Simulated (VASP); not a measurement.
# Nb (Im-3m) in VASP: a series of runs

The runs below take Nb through single point, with PBE.

Everything below comes from runs of VASP 6.6.1. Logs are shortened: lines on timing, memory, paths and dates and some standing lists are left out, and cuts for length are marked.

### Step 1. The cell of the first run

Symmetry: Im-3m, No. 229, cubic system. Conventional cell: a = 3.328 Å, b = 3.328 Å, c = 3.328 Å, α = 90.00°, β = 90.00°, γ = 90.00°. Nb (site symmetry m-3m) has 14 Nb at 2.88 to 3.33 Å within 3.8 Å.

### Step 2. Single point, PBE

Contents of INCAR:

```
SYSTEM = Nb
PREC = Accurate
ENCUT = 500
EDIFF = 1E-6
ISMEAR = 0
SIGMA = 0.014
LREAL = .FALSE.
LASPH = .TRUE.
NELM = 120
ALGO = Normal
ISIF = 2
LWAVE = .FALSE.
LCHARG = .TRUE.
GGA = PE
LELF = .TRUE.
LVHAR = .TRUE.
NBANDS = 12
GGA_COMPAT = .FALSE.
```

Contents of KPOINTS:

```
regular mesh
0
G
  11 11 11
  0 0 0
```

Contents of POSCAR:

```
Nb
1.0
   -1.6639500000      1.6639500000      1.6639500000
    1.6639500000     -1.6639500000      1.6639500000
    1.6639500000      1.6639500000     -1.6639500000
Nb
1
Direct
    0.0000000000      0.0000000000      0.0000000000
```

Potentials or basis: VASP PAW PBE potentials, release 64 (Nb_sv).

Started as:

```sh
cat potpaw_PBE.64/Nb_sv/POTCAR > POTCAR
mpirun -np 1 vasp_std > vasp.out
```

OUTCAR:

```text
SYSTEM = Nb
   PREC = Accurate
   ENCUT = 500
   EDIFF = 1E-6
   ISMEAR = 0
   LREAL = .FALSE.
   LASPH = .TRUE.
   NELM = 120
   ISIF = 2
   GGA = PE

 ion  position               nearest neighbor table
   1  0.000  0.000  0.000-

  LATTYP: Found a body centered cubic cell.
 ALAT       =     3.3279000000

  Lattice vectors:

 A1 = (  -1.6639500000,   1.6639500000,   1.6639500000)
 A2 = (   1.6639500000,  -1.6639500000,   1.6639500000)
 A3 = (   1.6639500000,   1.6639500000,  -1.6639500000)

Analysis of symmetry for initial positions (statically):
=====================================================================
 Subroutine PRICEL returns:
 Original cell was already a primitive cell.

 Routine SETGRP: Setting up the symmetry group for a
 body centered cubic supercell.

 Subroutine GETGRP returns: Found 48 space group operations
 (whereof 48 operations were pure point group operations)
 out of a pool of 48 trial point group operations.

The static configuration has the point symmetry O_h .

Analysis of symmetry for dynamics (positions and initial velocities):
=====================================================================
 Subroutine PRICEL returns:
 Original cell was already a primitive cell.

 Routine SETGRP: Setting up the symmetry group for a
 body centered cubic supercell.

 Subroutine GETGRP returns: Found 48 space group operations
 (whereof 48 operations were pure point group operations)
 out of a pool of 48 trial point group operations.

The dynamic configuration has the point symmetry O_h .

 Subroutine INISYM returns: Found 48 space group operations
 (whereof 48 operations are pure point group operations),
 and found     1 'primitive' translations

----------------------------------------------------------------------------------------

                                     Primitive cell

  volume of cell :      18.4281

  direct lattice vectors                    reciprocal lattice vectors
    -1.663950000  1.663950000  1.663950000     0.000000000  0.300489798  0.300489798
     1.663950000 -1.663950000  1.663950000     0.300489798  0.000000000  0.300489798
     1.663950000  1.663950000 -1.663950000     0.300489798  0.300489798  0.000000000

  length of vectors
     2.882045941  2.882045941  2.882045941     0.424956748  0.424956748  0.424956748

  position of ions in fractional coordinates (direct lattice)
     0.000000000  0.000000000  0.000000000

[... 82 lines left out ...]
   ISYM   =      2    0-nonsym 1-usesym 2-fastsym
   POTIM  = 0.5000    time-step for ionic-motion
   TEBEG  =    0.0;   TEEND  =   0.0 temperature during run
   PSTRESS=    0.0 pullay stress
   NELECT =      13.0000    total number of electrons
   NUPDOWN=      -1.0000    fix difference up-down
   EMIN   =  10.00;   EMAX   =-10.00  energy-range for DOS
   EFERMI =   0.00;   METHOD = LEGACY
   ISMEAR =     0;   SIGMA  =   0.01  broadening in eV -4-tet -1-fermi 0-gaus
   EFERMI_NEDOS =   21; number of points for ismear=-14 and -15
   IALGO  =     38    algorithm
   IMIX   =      4    mixing-type and parameters
     AMIX     =   0.40;   BMIX     =  1.00
     AMIX_MAG =   1.60;   BMIX_MAG =  1.00
  volume/ion in A,a.u.               =      18.43       124.36
  Fermi-wavevector in a.u.,A,eV,Ry     =   1.457345  2.753983 28.896790  2.123854
  Thomas-Fermi vector in A             =   2.574157
   LORBIT       =      0    0 simple, 1 ext, 2 COOP (PROOUT), +10 PAW based schemes
   GGA     = PE    functional components
   LHFCALC =     F    Hartree Fock is set to
   AEXX    =    0.0000 exact exchange contribution
   IVDW    =     0    specifies the selected vdW correction
   LEPSILON=     F    determine dielectric tensor
   LRPA    =     F    only Hartree local field effects (RPA)
 non-spin polarized calculation
 Gauss-broadening in eV      SIGMA  =   0.01
  energy-cutoff  :      500.00
  volume of cell :       18.43
 maximum number of plane-waves:       478
 NGX is ok and might be reduce to    24
   NGX = 11   NGY = 11   NGZ = 11

 number of electron      12.9999999 magnetization

 Free energy of the ion-electron system (eV)
  ---------------------------------------------------
  ext. energy  EPLUGINS =         0.00000000
  ---------------------------------------------------
  free energy    TOTEN  =       -10.20596312 eV

  energy without entropy =      -10.20566269  energy(sigma->0) =      -10.20581290

 E-fermi :  10.7902     XC(G=0): -12.3858

 val. band max:       10.7780933171   @ k =  -0.1818   0.2727   0.0909
 cond. band min:      10.7907349830   @ k =   0.2727   0.0000   0.0000
 fundamental gap:      0.0126416659
 Fermi energy:        10.7901633302

 k-point     1 :       0.0000    0.0000    0.0000
  band No.  band energies     occupation
      1     -43.5609      2.00000
      2     -18.9034      2.00000
      3     -18.9034      2.00000
      4     -18.9034      2.00000
      5       4.9577      2.00000
      6      11.2218      0.00000
      7      11.2218      0.00000
      8      11.2218      0.00000
      9      14.0564      0.00000
     10      14.0564      0.00000
     11      25.0174      0.00000
     12      25.0174      0.00000
[... 331 lines left out ...]
 k-point    24 :       0.3636    0.1818    0.0909
  band No.  band energies     occupation
      1     -43.3257      2.00000
      2     -19.9438      2.00000
      3     -19.4750      2.00000
      4     -19.1123      2.00000
      5       8.5145      2.00000
      6       9.3283      2.00000
      7      11.1362      0.00000
      8      14.4244      0.00000
      9      14.8176      0.00000
     10      19.6702      0.00000
     11      21.0464      0.00000
     12      23.3508      0.00000

 [... further k-points ...]

------------------------ aborting loop because EDIFF is reached ----------------------------------------

  FORCE on cell =-STRESS in cart. coord.  units (eV):
  Direction    XX          YY          ZZ          XY          YZ          ZX
  --------------------------------------------------------------------------------------
  -------------------------------------------------------------------------------------
  Total       -0.2443780     -0.2443780     -0.2443780      0.0000000      0.0000000      0.0000000
  in kB      -21.2467176    -21.2467176    -21.2467176      0.0000000      0.0000000      0.0000000
  external PRESSURE =     -21.2467176 kB  Pullay stress =       0.0000000 kB

 VOLUME and BASIS-vectors are now :
 -----------------------------------------------------------------------------
  energy-cutoff  :      500.00
  volume of cell :       18.43
      direct lattice vectors                 reciprocal lattice vectors
    -1.663950000  1.663950000  1.663950000     0.000000000  0.300489798  0.300489798
     1.663950000 -1.663950000  1.663950000     0.300489798  0.000000000  0.300489798
     1.663950000  1.663950000 -1.663950000     0.300489798  0.300489798  0.000000000

 POSITION                                       TOTAL-FORCE (eV/Angst)
 -----------------------------------------------------------------------------------
      0.00000      0.00000      0.00000         0.000000      0.000000      0.000000
 -----------------------------------------------------------------------------------
    total drift:                                0.000000      0.000000     -0.000000

  FREE ENERGIE OF THE ION-ELECTRON SYSTEM (eV)
  ---------------------------------------------------
  free  energy   TOTEN  =       -10.2059631170 eV

  energy  without entropy=      -10.2056626858  energy(sigma->0) =      -10.20581290
```

stdout:

```text
POSCAR found type information on POSCAR Nb
 POSCAR found :  1 types and       1 ions
 scaLAPACK will be used
 LDA part: xc-table for (Slater+PW92), standard interpolation
 POSCAR, INCAR and KPOINTS ok, starting setup
 FFT: planning ... GRIDC
 FFT: planning ... GRID_SOFT
 FFT: planning ... GRID
 WAVECAR not read
 entering main loop
```

Run time: 8.8 s. Hardware: 1 thread of Intel Xeon 6975P-C, shared host; peak memory 0.14 GiB.

What came out:

- Free energy: -10.2060 eV
- Pressure: -2.1 GPa

Levels at points of the mesh, in eV from the Fermi level:
| k point | band 2 | band 3 | band 4 | band 5 | band 6 | band 7 | band 8 | band 9 | band 10 | band 11 |
| --- | --- | --- | --- | --- | --- | --- | --- | --- | --- | --- |
| (0.00, 0.00, 0.00) | -29.69 | -29.69 | -29.69 | -5.83 | 0.43 | 0.43 | 0.43 | 3.27 | 3.27 | 14.23 |

### Step 3. Single point, PBE

Contents of INCAR:

```
PREC = Accurate
ENCUT = 500
EDIFF = 1E-6
ISMEAR = 0
SIGMA = 0.015
LREAL = False
LASPH = True
NELM = 120
ALGO = Normal
ISIF = 2
LWAVE = False
LCHARG = False
GGA = PE
NBANDS = 12
GGA_COMPAT = False
```

Contents of KPOINTS:

```
regular mesh
0
Gamma
  11 11 11
```

POSCAR is that of step 2.

Potentials or basis: VASP PAW PBE potentials, release 64 (Nb_sv).

Started as:

```sh
cat potpaw_PBE.64/Nb_sv/POTCAR > POTCAR
mpirun -np 1 vasp_std > vasp.out
```

OUTCAR:

```text
PREC = Accurate
   ENCUT = 500
   EDIFF = 1E-6
   ISMEAR = 0
   LREAL = False
   LASPH = True
   NELM = 120
   ISIF = 2
   GGA = PE

 ion  position               nearest neighbor table
   1  0.000  0.000  0.000-

  LATTYP: Found a body centered cubic cell.
 ALAT       =     3.3279000000

  Lattice vectors:

 A1 = (  -1.6639500000,   1.6639500000,   1.6639500000)
 A2 = (   1.6639500000,  -1.6639500000,   1.6639500000)
 A3 = (   1.6639500000,   1.6639500000,  -1.6639500000)

Analysis of symmetry for initial positions (statically):
=====================================================================
 Subroutine PRICEL returns:
 Original cell was already a primitive cell.

 Routine SETGRP: Setting up the symmetry group for a
 body centered cubic supercell.

 Subroutine GETGRP returns: Found 48 space group operations
 (whereof 48 operations were pure point group operations)
 out of a pool of 48 trial point group operations.

The static configuration has the point symmetry O_h .

Analysis of symmetry for dynamics (positions and initial velocities):
=====================================================================
 Subroutine PRICEL returns:
 Original cell was already a primitive cell.

 Routine SETGRP: Setting up the symmetry group for a
 body centered cubic supercell.

 Subroutine GETGRP returns: Found 48 space group operations
 (whereof 48 operations were pure point group operations)
 out of a pool of 48 trial point group operations.

The dynamic configuration has the point symmetry O_h .

 Subroutine INISYM returns: Found 48 space group operations
 (whereof 48 operations are pure point group operations),
 and found     1 'primitive' translations

----------------------------------------------------------------------------------------

                                     Primitive cell
[... 114 lines left out ...]
   GGA     = PE    functional components
   LHFCALC =     F    Hartree Fock is set to
   AEXX    =    0.0000 exact exchange contribution
   IVDW    =     0    specifies the selected vdW correction
   LEPSILON=     F    determine dielectric tensor
   LRPA    =     F    only Hartree local field effects (RPA)
 non-spin polarized calculation
 Gauss-broadening in eV      SIGMA  =   0.01
  energy-cutoff  :      500.00
  volume of cell :       18.43
 maximum number of plane-waves:       478
 NGX is ok and might be reduce to    24
   NGX = 11   NGY = 11   NGZ = 11

 number of electron      12.9999999 magnetization

 Free energy of the ion-electron system (eV)
  ---------------------------------------------------
  ext. energy  EPLUGINS =         0.00000000
  ---------------------------------------------------
  free energy    TOTEN  =       -10.20598524 eV

  energy without entropy =      -10.20564367  energy(sigma->0) =      -10.20581446

 E-fermi :  10.7902     XC(G=0): -12.3858

 val. band max:       10.7780722072   @ k =  -0.1818   0.2727   0.0909
 cond. band min:      10.7907205018   @ k =   0.2727   0.0000   0.0000
 fundamental gap:      0.0126482947
 Fermi energy:        10.7902399773

 k-point     1 :       0.0000    0.0000    0.0000
  band No.  band energies     occupation
      1     -43.5609      2.00000
      2     -18.9034      2.00000
      3     -18.9034      2.00000
      4     -18.9034      2.00000
      5       4.9577      2.00000
      6      11.2217      0.00000
      7      11.2217      0.00000
      8      11.2217      0.00000
      9      14.0563      0.00000
     10      14.0563      0.00000
     11      25.0174      0.00000
     12      25.0174      0.00000
[... 331 lines left out ...]
 k-point    24 :       0.3636    0.1818    0.0909
  band No.  band energies     occupation
      1     -43.3257      2.00000
      2     -19.9439      2.00000
      3     -19.4751      2.00000
      4     -19.1124      2.00000
      5       8.5145      2.00000
      6       9.3283      2.00000
      7      11.1361      0.00000
      8      14.4244      0.00000
      9      14.8175      0.00000
     10      19.6702      0.00000
     11      21.0464      0.00000
     12      23.3508      0.00000

 [... further k-points ...]

------------------------ aborting loop because EDIFF is reached ----------------------------------------

  FORCE on cell =-STRESS in cart. coord.  units (eV):
  Direction    XX          YY          ZZ          XY          YZ          ZX
  --------------------------------------------------------------------------------------
  -------------------------------------------------------------------------------------
  Total       -0.2443555     -0.2443555     -0.2443555      0.0000000     -0.0000000     -0.0000000
  in kB      -21.2447656    -21.2447656    -21.2447656      0.0000000     -0.0000000     -0.0000000
  external PRESSURE =     -21.2447656 kB  Pullay stress =       0.0000000 kB

 VOLUME and BASIS-vectors are now :
 -----------------------------------------------------------------------------
  energy-cutoff  :      500.00
  volume of cell :       18.43
      direct lattice vectors                 reciprocal lattice vectors
    -1.663950000  1.663950000  1.663950000     0.000000000  0.300489798  0.300489798
     1.663950000 -1.663950000  1.663950000     0.300489798  0.000000000  0.300489798
     1.663950000  1.663950000 -1.663950000     0.300489798  0.300489798  0.000000000

 POSITION                                       TOTAL-FORCE (eV/Angst)
 -----------------------------------------------------------------------------------
      0.00000      0.00000      0.00000         0.000000     -0.000000      0.000000
 -----------------------------------------------------------------------------------
    total drift:                                0.000000      0.000000      0.000000

  FREE ENERGIE OF THE ION-ELECTRON SYSTEM (eV)
  ---------------------------------------------------
  free  energy   TOTEN  =       -10.2059852401 eV

  energy  without entropy=      -10.2056436710  energy(sigma->0) =      -10.20581446
```

Run time: 8.3 s. Hardware: 1 thread of Intel Xeon 6975P-C, shared host; peak memory 0.14 GiB.

What came out:

| Item | Value |
| --- | --- |
| Free energy | -10.2060 eV |
| Pressure | -2.1 GPa |

Levels at points of the mesh, in eV from the Fermi level:
```
           k point  band 3  band 4  band 5  band 6  band 7  band 8  band 9  band 10
(0.00, 0.00, 0.00)  -29.69  -29.69   -5.83    0.43    0.43    0.43    3.27     3.27
```

### Step 4. Single point, PBE

Contents of INCAR:

```
SYSTEM = Nb
  ALGO = Normal
  EDIFF = 1E-6
  ENCUT = 500
  GGA = PE
  GGA_COMPAT = .FALSE.
  ISIF = 2
  ISMEAR = 0
  LASPH = .TRUE.
  LCHARG = .FALSE.
  LREAL = .FALSE.
  LWAVE = .FALSE.
  NBANDS = 12
  NELM = 120
  PREC = Accurate
  SIGMA = 0.016
```

Contents of KPOINTS:

```
k-points
0
G
  11 11 11
  0 0 0
```

POSCAR is that of step 3.

Started as:

```sh
cat potpaw_PBE.64/Nb_sv/POTCAR > POTCAR
mpirun -np 1 vasp_std > vasp.out
```

Run time: 8 s. Hardware: 1 thread of Intel Xeon 6975P-C, shared host; peak memory 0.14 GiB.

The run converged. Its results:

* Free energy: -10.2060 eV
* Pressure: -2.1 GPa

Levels at points of the mesh, in eV from the Fermi level:
```
           k point  band 2  band 3  band 4  band 5  band 6  band 7  band 8  band 9  band 10  band 11
(0.00, 0.00, 0.00)  -29.69  -29.69  -29.69   -5.83    0.43    0.43    0.43    3.27     3.27    14.23
```

### Step 5. Summary

| smearing | gap on the mesh (eV) | pressure (GPa) |
| --- | --- | --- |
| gaussian 0.014 eV | none | -2.1 |
| gaussian 0.015 eV | none | -2.1 |
| gaussian 0.016 eV | none | -2.1 |

Alike in all rows: task single point; level PBE; potentials or basis VASP PAW PBE potentials, release 64 (Nb_sv); no spin polarisation; cell as given; k mesh 11 × 11 × 11; cutoff (eV) 500.

Every run on the cell as given and a fine mesh finds a metal.

Absolute energies hang on the potentials; compare differences alone.
